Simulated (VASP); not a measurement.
# MgO (gw) (Fm-3m) in VASP: single point with PBEsol

Aim: the single point of MgO (gw) with PBEsol.

Everything below comes from runs of VASP 6.6.1. Logs are shortened: lines on timing, memory, paths and dates and some standing lists are left out, and cuts for length are marked.

**1. The cell of the first run**

It takes space group Fm-3m (No. 225, cubic). Conventional cell: a = 4.173 Å, b = 4.173 Å, c = 4.173 Å, α = 90.00°, β = 90.00°, γ = 90.00°. Within 2.8 Å of Mg (site symmetry m-3m) lie 6 O at 2.09 Å. Within 2.8 Å of O (site symmetry m-3m) lie 6 Mg at 2.09 Å.

**2. Single point, PBEsol**

Input file INCAR:

```
PREC     = Accurate       # precision mode
ENCUT    = 600            # plane-wave cutoff, eV
EDIFF    = 1E-6           # SCF threshold, eV
ISMEAR   = 0              # smearing method
SIGMA    = 0.01           # smearing width, eV
LREAL    = False          # projectors in reciprocal space
LASPH    = True           # aspherical terms in the spheres
NELM     = 120            # most SCF steps
ALGO     = Normal         # electronic algorithm
ISIF     = 2              # what is computed and relaxed
LWAVE    = False          # write WAVECAR
LCHARG   = False          # write CHGCAR
GGA      = PS             # functional
NBANDS   = 11             # bands
GGA_COMPAT= False
```

Input file KPOINTS:

```
Automatic mesh
0
Gamma
  6 6 6
```

Input file POSCAR:

```
MgO
1.0
    0.0000000000      2.0863043003      2.0863043003
    2.0863043003      0.0000000000      2.0863043003
    2.0863043003      2.0863043003      0.0000000000
Mg O
1 1
Direct
    0.0000000000      0.0000000000      0.0000000000
    0.5000000000      0.5000000000      0.5000000000
```

Potentials or basis: VASP PAW PBE potentials, release 64 (Mg, O).

Started as:

```
cat potpaw_PBE.64/Mg/POTCAR potpaw_PBE.64/O/POTCAR > POTCAR
mpirun -np 1 vasp_std > vasp.out
```

OUTCAR:

```text
PREC = Accurate
   ENCUT = 600
   EDIFF = 1E-6
   ISMEAR = 0
   LREAL = False
   LASPH = True
   NELM = 120
   ISIF = 2
   GGA = PS

 ion  position               nearest neighbor table
   1  0.000  0.000  0.000-   2 2.09   2 2.09   2 2.09   2 2.09   2 2.09   2 2.09
   2  0.500  0.500  0.500-   1 2.09   1 2.09   1 2.09   1 2.09   1 2.09   1 2.09

  LATTYP: Found a face centered cubic cell.
 ALAT       =     4.1726086006

  Lattice vectors:

 A1 = (   0.0000000000,   2.0863043003,   2.0863043003)
 A2 = (   2.0863043003,   0.0000000000,   2.0863043003)
 A3 = (   2.0863043003,   2.0863043003,   0.0000000000)

Analysis of symmetry for initial positions (statically):
=====================================================================
 Subroutine PRICEL returns:
 Original cell was already a primitive cell.

 Routine SETGRP: Setting up the symmetry group for a
 face centered cubic supercell.

 Subroutine GETGRP returns: Found 48 space group operations
 (whereof 48 operations were pure point group operations)
 out of a pool of 48 trial point group operations.

The static configuration has the point symmetry O_h .

Analysis of symmetry for dynamics (positions and initial velocities):
=====================================================================
 Subroutine PRICEL returns:
 Original cell was already a primitive cell.

 Routine SETGRP: Setting up the symmetry group for a
 face centered cubic supercell.

 Subroutine GETGRP returns: Found 48 space group operations
 (whereof 48 operations were pure point group operations)
 out of a pool of 48 trial point group operations.

The dynamic configuration has the point symmetry O_h .

 Subroutine INISYM returns: Found 48 space group operations
 (whereof 48 operations are pure point group operations),
 and found     1 'primitive' translations

----------------------------------------------------------------------------------------

                                     Primitive cell

  volume of cell :      18.1620

  direct lattice vectors                    reciprocal lattice vectors
     0.000000000  2.086304300  2.086304300    -0.239658232  0.239658232  0.239658232
     2.086304300  0.000000000  2.086304300     0.239658232 -0.239658232  0.239658232
     2.086304300  2.086304300  0.000000000     0.239658232  0.239658232 -0.239658232

  length of vectors
     2.950479837  2.950479837  2.950479837     0.415100234  0.415100234  0.415100234

  position of ions in fractional coordinates (direct lattice)
     0.000000000  0.000000000  0.000000000
     0.500000000  0.500000000  0.500000000

[... 75 lines left out ...]
   POTIM  = 0.5000    time-step for ionic-motion
   TEBEG  =    0.0;   TEEND  =   0.0 temperature during run
   PSTRESS=    0.0 pullay stress
   NELECT =       8.0000    total number of electrons
   NUPDOWN=      -1.0000    fix difference up-down
   EMIN   =  10.00;   EMAX   =-10.00  energy-range for DOS
   EFERMI =   0.00;   METHOD = LEGACY
   ISMEAR =     0;   SIGMA  =   0.01  broadening in eV -4-tet -1-fermi 0-gaus
   EFERMI_NEDOS =   21; number of points for ismear=-14 and -15
   IALGO  =     38    algorithm
   IMIX   =      4    mixing-type and parameters
     AMIX     =   0.40;   BMIX     =  1.00
     AMIX_MAG =   1.60;   BMIX_MAG =  1.00
  volume/ion in A,a.u.               =       9.08        61.28
  Fermi-wavevector in a.u.,A,eV,Ry     =   1.245615  2.353871 21.110212  1.551557
  Thomas-Fermi vector in A             =   2.379829
   LORBIT       =      0    0 simple, 1 ext, 2 COOP (PROOUT), +10 PAW based schemes
   GGA     = PS    functional components
   LHFCALC =     F    Hartree Fock is set to
   AEXX    =    0.0000 exact exchange contribution
   IVDW    =     0    specifies the selected vdW correction
   LEPSILON=     F    determine dielectric tensor
   LRPA    =     F    only Hartree local field effects (RPA)
 non-spin polarized calculation
 Gauss-broadening in eV      SIGMA  =   0.01
  energy-cutoff  :      600.00
  volume of cell :       18.16
 maximum number of plane-waves:       620
   NGX = 11   NGY = 11   NGZ = 11

 number of electron       8.0000002 magnetization

 Free energy of the ion-electron system (eV)
  ---------------------------------------------------
  ext. energy  EPLUGINS =         0.00000000
  ---------------------------------------------------
  free energy    TOTEN  =       -12.50782131 eV

  energy without entropy =      -12.50782131  energy(sigma->0) =      -12.50782131

 E-fermi :   3.4034     XC(G=0): -11.4472

 val. band max:        3.2812637987   @ k =   0.0000   0.0000   0.0000
 cond. band min:       8.1941976012   @ k =   0.0000   0.0000   0.0000
 fundamental gap:      4.9129338025
 Fermi energy:         3.4033818285

 k-point     1 :       0.0000    0.0000    0.0000
  band No.  band energies     occupation
      1     -14.0728      2.00000
      2       3.2813      2.00000
      3       3.2813      2.00000
      4       3.2813      2.00000
      5       8.1942      0.00000
      6      19.0711      0.00000
      7      19.0711      0.00000
      8      19.0711      0.00000
      9      22.9883      0.00000
     10      24.9057      0.00000
     11      24.9057      0.00000
[... 197 lines left out ...]
 k-point    16 :      -0.3333    0.5000    0.1667
  band No.  band energies     occupation
      1     -12.3658      2.00000
      2      -0.4397      2.00000
      3       0.9319      2.00000
      4       1.5396      2.00000
      5      13.7769      0.00000
      6      14.9410      0.00000
      7      15.8766      0.00000
      8      20.0532      0.00000
      9      23.7298      0.00000
     10      28.1676      0.00000
     11      29.8813      0.00000

------------------------ aborting loop because EDIFF is reached ----------------------------------------

  FORCE on cell =-STRESS in cart. coord.  units (eV):
  Direction    XX          YY          ZZ          XY          YZ          ZX
  --------------------------------------------------------------------------------------
  -------------------------------------------------------------------------------------
  Total        0.4856982      0.4856982      0.4856982      0.0000000     -0.0000000      0.0000000
  in kB       42.8463765     42.8463765     42.8463765      0.0000000     -0.0000000      0.0000000
  external PRESSURE =      42.8463765 kB  Pullay stress =       0.0000000 kB

 VOLUME and BASIS-vectors are now :
 -----------------------------------------------------------------------------
  energy-cutoff  :      600.00
  volume of cell :       18.16
      direct lattice vectors                 reciprocal lattice vectors
     0.000000000  2.086304300  2.086304300    -0.239658232  0.239658232  0.239658232
     2.086304300  0.000000000  2.086304300     0.239658232 -0.239658232  0.239658232
     2.086304300  2.086304300  0.000000000     0.239658232  0.239658232 -0.239658232

 POSITION                                       TOTAL-FORCE (eV/Angst)
 -----------------------------------------------------------------------------------
      0.00000      0.00000      0.00000        -0.000000     -0.000000     -0.000000
      2.08630      2.08630      2.08630         0.000000      0.000000      0.000000
 -----------------------------------------------------------------------------------
    total drift:                               -0.000000     -0.000000      0.000000

  FREE ENERGIE OF THE ION-ELECTRON SYSTEM (eV)
  ---------------------------------------------------
  free  energy   TOTEN  =       -12.5078213123 eV

  energy  without entropy=      -12.5078213123  energy(sigma->0) =      -12.50782131
```

It took 9.6 s on 1 thread of Intel Xeon 8259CL, shared host; peak memory 0.13 GiB.

Results:

| Quantity | Value |
| --- | --- |
| Free energy | -12.5078 eV |
| Pressure | 4.3 GPa |
| Band gap on the k mesh | 4.91 eV, direct |

Caveat: the k points lie up to 0.43 Å⁻¹ apart; the PAW data sets were made with another functional, which shifts forces and pressure a little. As with any semilocal functional, this PBEsol gap is likely too small.
